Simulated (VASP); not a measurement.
# SrO (Pm-3m) in VASP: further runs, part 2 of 2

VASP 6.6.1. The steps go on from the part before.

## (3) Relaxation of cell and atoms, PBE

This run uses another cell than the first one, of 15.09 Å³/atom, 1.010 times its volume.

The input, INCAR:

```
ALGO     = Normal         # electronic algorithm
EDIFF    = 1E-7           # SCF threshold, eV
EDIFFG   = -0.005         # ionic threshold
ENCUT    = 600            # plane-wave cutoff, eV
GGA      = PE             # functional
IBRION   = 2              # ionic algorithm
ISIF     = 3              # what is computed and relaxed
ISMEAR   = -1             # smearing method
LASPH    = True           # aspherical terms in the spheres
LCHARG   = False          # write CHGCAR
LREAL    = False          # projectors in reciprocal space
LWAVE    = False          # write WAVECAR
NELM     = 80             # most SCF steps
NSW      = 80             # ionic steps
PREC     = Accurate       # precision mode
SIGMA    = 0.02           # smearing width, eV
```

The input, KPOINTS:

```
k-points
0
Gamma
  8 8 8
```

The input, POSCAR:

```
SrO
1.0
    3.1131500164      0.0000000000      0.0000000000
    0.0000000000      3.1131500164      0.0000000000
    0.0000000000      0.0000000000      3.1131500164
Sr O
1 1
Direct
    0.0000000000      0.0000000000      0.0000000000
    0.5000000000      0.5000000000      0.5000000000
```

Potentials or basis: VASP PAW PBE potentials, release 64 (Sr_sv, O).

Command:

```sh
$ cat potpaw_PBE.64/Sr_sv/POTCAR potpaw_PBE.64/O/POTCAR > POTCAR
$ mpirun -np 1 vasp_std > vasp.out
```

OUTCAR:

```text
EDIFF = 1E-7
   EDIFFG = -0.005
   ENCUT = 600
   GGA = PE
   IBRION = 2
   ISIF = 3
   ISMEAR = -1
   LASPH = True
   LREAL = False
   NELM = 80
   NSW = 80
   PREC = Accurate

 ion  position               nearest neighbor table
   1  0.000  0.000  0.000-   2 2.70   2 2.70   2 2.70   2 2.70   2 2.70   2 2.70   2 2.70   2 2.70

   2  0.500  0.500  0.500-   1 2.70   1 2.70   1 2.70   1 2.70   1 2.70   1 2.70   1 2.70   1 2.70

  LATTYP: Found a simple cubic cell.
 ALAT       =     3.1131500164

  Lattice vectors:

 A1 = (   3.1131500164,   0.0000000000,   0.0000000000)
 A2 = (   0.0000000000,   3.1131500164,   0.0000000000)
 A3 = (   0.0000000000,   0.0000000000,   3.1131500164)

Analysis of symmetry for initial positions (statically):
=====================================================================
 Subroutine PRICEL returns:
 Original cell was already a primitive cell.
[... 259 lines left out ...]

 k-point     1 :       0.0000    0.0000    0.0000
  band No.  band energies     occupation
      1     -31.0197      2.00000
      2     -12.6951      2.00000
      3     -12.2775      2.00000
      4     -12.2775      2.00000
      5     -12.2775      2.00000
      6       2.8517      2.00000
      7       2.8517      2.00000
      8       2.8517      2.00000
      9       5.6885      0.00000
     10       5.6885      0.00000
     11       7.2623      0.00000
     12      13.2042      0.00000
[... 331 lines left out ...]
 k-point    24 :       0.5000    0.3750    0.1250
  band No.  band energies     occupation
      1     -30.6455      2.00000
      2     -13.8056      2.00000
      3     -13.3521      2.00000
      4     -12.1904      2.00000
      5     -12.0487      2.00000
      6       1.3030      2.00000
      7       1.4579      2.00000
      8       2.4330      2.00000
      9       7.8923      0.00000
     10       8.2895      0.00000
     11      10.6662      0.00000
     12      10.6746      0.00000

 [... further k-points ...]
[... 5 lines left out ...]
  --------------------------------------------------------------------------------------
  -------------------------------------------------------------------------------------
  Total        0.0011709      0.0011709      0.0011709      0.0000000      0.0000000      0.0000000
  in kB        0.0605547      0.0605547      0.0605547      0.0000000      0.0000000      0.0000000
  external PRESSURE =       0.0605547 kB  Pullay stress =       0.0000000 kB
[... 17 lines left out ...]
  FREE ENERGIE OF THE ION-ELECTRON SYSTEM (eV)
  ---------------------------------------------------
  free  energy   TOTEN  =       -11.2245682738 eV

  energy  without entropy=      -11.2245682738  energy(sigma->0) =      -11.22456827

 reached required accuracy - stopping structural energy minimisation
```

OSZICAR:

```text
N       E                     dE             d eps       ncg     rms          rms(c)
DAV:   1     0.798010364598E+02    0.79801E+02   -0.95477E+03   840   0.147E+03
DAV:   2    -0.102133135678E+02   -0.90014E+02   -0.83798E+02  1156   0.266E+02
DAV:   3    -0.131535231949E+02   -0.29402E+01   -0.29192E+01  1096   0.473E+01
[... 29 lines left out ...]
DAV:   5    -0.112245427649E+02   -0.59465E-04   -0.47370E-05  1036   0.706E-02    0.463E-02
DAV:   6    -0.112245668262E+02   -0.24061E-04   -0.98108E-05  1396   0.628E-02    0.130E-02
DAV:   7    -0.112245681874E+02   -0.13612E-05   -0.10863E-06   984   0.110E-02    0.365E-03
DAV:   8    -0.112245683045E+02   -0.11715E-06   -0.12793E-07   616   0.414E-03    0.112E-03
DAV:   9    -0.112245682738E+02    0.30735E-07   -0.41095E-08   472   0.151E-03
   3 F= -.11224568E+02 E0= -.11224568E+02  d E =-.609836E-02
```

CONTCAR:

```text
SrO
   1.00000000000000
     3.1406937755270086   -0.0000000000000000    0.0000000000000000
     0.0000000000000000    3.1406937755270086   -0.0000000000000000
    -0.0000000000000000    0.0000000000000000    3.1406937755270086
  Sr              O
     1     1
Direct
     0.0000000000000000    0.0000000000000000    0.0000000000000000
     0.5000000000000000    0.5000000000000000    0.5000000000000000

  0.00000000E+00  0.00000000E+00  0.00000000E+00
  0.00000000E+00  0.00000000E+00  0.00000000E+00
```

Run time: 78 s. Hardware: 1 thread of Intel Xeon 8259CL, shared host; peak memory 0.18 GiB.

What came out:

```yaml
Free_energy: -11.2246 eV
Relaxed_volume: 15.49 Å³/atom
Relaxed_cell: a = 3.141 Å, b = 3.141 Å, c = 3.141 Å, α = 90.00°, β = 90.00°, γ = 90.00°
Space_group_after_relaxing_to_0.05_Å: Pm-3m (No. 221)
Energy_gained_by_relaxing: 3.0 meV/atom
Ionic_steps: 3
Pressure_after_relaxing: 0.0 GPa
Band_gap_on_the_k_mesh: 2.75 eV, indirect (least direct gap 2.84 eV)
```

The path:
| step | energy change (eV) | largest force (eV/Å) | pressure (GPa) | volume (Å³) |
| --- | --- | --- | --- | --- |
| 1 | 0.0000 | 0.0000 | 2.48 | 30.17 |
| 2 | -0.0057 | 0.0000 | -0.62 | 31.20 |
| 3 | -0.0061 | 0.0000 | 0.01 | 30.98 |

Final structure:
```yaml
crystal:
  lattice:
    - [3.14069, 0.00000, 0.00000]
    - [0.00000, 3.14069, 0.00000]
    - [0.00000, 0.00000, 3.14069]
  atoms:
    - { symbol: Sr, position: [0.00000, 0.00000, 0.00000] }
    - { symbol: O, position: [0.50000, 0.50000, 0.50000] }
```

A k mesh can miss the band edges.

## (4) Relaxation of cell and atoms, PBEsol

This run uses another cell than the first one, of 15.38 Å³/atom, 1.030 times its volume.

The input, INCAR:

```
SYSTEM = SrO
PREC     = Accurate       ! precision mode
ENCUT    = 600            ! plane-wave cutoff, eV
EDIFF    = 1E-6           ! SCF threshold, eV
ISMEAR   = -1             ! smearing method
SIGMA    = 0.02           ! smearing width, eV
LREAL    = .False.        ! projectors in reciprocal space
LASPH    = .True.         ! aspherical terms in the spheres
NELM     = 80             ! most SCF steps
ALGO     = Normal         ! electronic algorithm
ISIF     = 3              ! what is computed and relaxed
LWAVE    = .False.        ! write WAVECAR
LCHARG   = .False.        ! write CHGCAR
GGA      = PS             ! functional
IBRION   = 2              ! ionic algorithm
NSW      = 80             ! ionic steps
EDIFFG   = -0.005         ! ionic threshold
```

The input, KPOINTS:

```
Automatic mesh
0
Gamma
  8 8 8
  0 0 0
```

The input, POSCAR:

```
SrO
1.0
    3.1335790780      0.0000000000      0.0000000000
    0.0000000000      3.1335790780      0.0000000000
    0.0000000000      0.0000000000      3.1335790780
Sr O
1 1
Direct
    0.0000000000      0.0000000000      0.0000000000
    0.5000000000      0.5000000000      0.5000000000
```

Command:

```sh
$ cat potpaw_PBE.64/Sr_sv/POTCAR potpaw_PBE.64/O/POTCAR > POTCAR
$ mpirun -np 1 vasp_std > vasp.out
```

Wall time 73 s (1 thread of Intel Xeon 8259CL, shared host); peak memory 0.17 GiB.

The run converged. Its results:

* Free energy: -11.8915 eV
* Relaxed volume: 14.72 Å³/atom
* Relaxed cell: a = 3.088 Å, b = 3.088 Å, c = 3.088 Å, α = 90.00°, β = 90.00°, γ = 90.00°
* Space group after relaxing (to 0.05 Å): Pm-3m (No. 221)
* Energy gained by relaxing: 8.6 meV/atom
* Ionic steps: 3
* Pressure after relaxing: 0.0 GPa
* Band gap on the k mesh: 2.66 eV, indirect (least direct gap 2.71 eV)

The path:
```
step  energy change (eV)  largest force (eV/Å)  pressure (GPa)  volume (Å³)
   1              0.0000                0.0000           -3.99        30.77
   2             -0.0160                0.0000            1.21        29.10
   3             -0.0173                0.0000            0.00        29.44
```

Final structure:
```yaml
crystal:
  lattice:
    - [3.08770, 0.00000, 0.00000]
    - [0.00000, 3.08770, 0.00000]
    - [0.00000, 0.00000, 3.08770]
  atoms:
    - { symbol: Sr, position: [0.00000, 0.00000, 0.00000] }
    - { symbol: O, position: [0.50000, 0.50000, 0.50000] }
```

Levels at points of the mesh, in eV from the valence-band top:
| k point | band 5 | band 6 | band 7 | band 8 | band 9 | band 10 | band 11 | band 12 |
| --- | --- | --- | --- | --- | --- | --- | --- | --- |
| (0.00, 0.00, 0.00) | -14.85 | -0.05 | -0.05 | -0.05 | 2.66 | 2.66 | 4.72 | 10.73 |
| (0.50, 0.00, 0.00) | -13.72 | -3.07 | -0.69 | -0.69 | 3.85 | 7.46 | 9.48 | 9.48 |
| (0.50, 0.50, 0.00) | -14.46 | -1.23 | -1.23 | 0.00 | 4.13 | 4.57 | 7.63 | 7.63 |
| (0.50, 0.50, 0.50) | -14.89 | -3.07 | -3.07 | -3.07 | 8.43 | 8.43 | 8.43 | 13.61 |

Caveat: the PAW data sets were made with another functional, which shifts forces and pressure a little.

## (5) The runs side by side

```tsv
task	level	cell	cutoff (eV)	smearing	gap on the mesh (eV)	pressure (GPa)	relaxed volume (Å³/atom)
single point	r2SCAN	a = 3.103 Å, 2 atoms	520	gaussian 0.01 eV	3.24	0.8	-
relaxation of cell and atoms	PBE	relaxed from a = 3.113 Å, 2 atoms	600	fermi-dirac 0.02 eV	2.75	0.0	15.49
relaxation of cell and atoms	PBEsol	relaxed from a = 3.134 Å, 2 atoms	600	fermi-dirac 0.02 eV	2.66	0.0	14.72
```

Alike in all rows: potentials or basis VASP PAW PBE potentials, release 64 (Sr_sv, O); no spin polarisation; k mesh 8 × 8 × 8.

Caveats: the PAW data sets were made with another functional, which shifts forces and pressure a little (some runs).

Absolute energies hang on the potentials; compare differences alone.
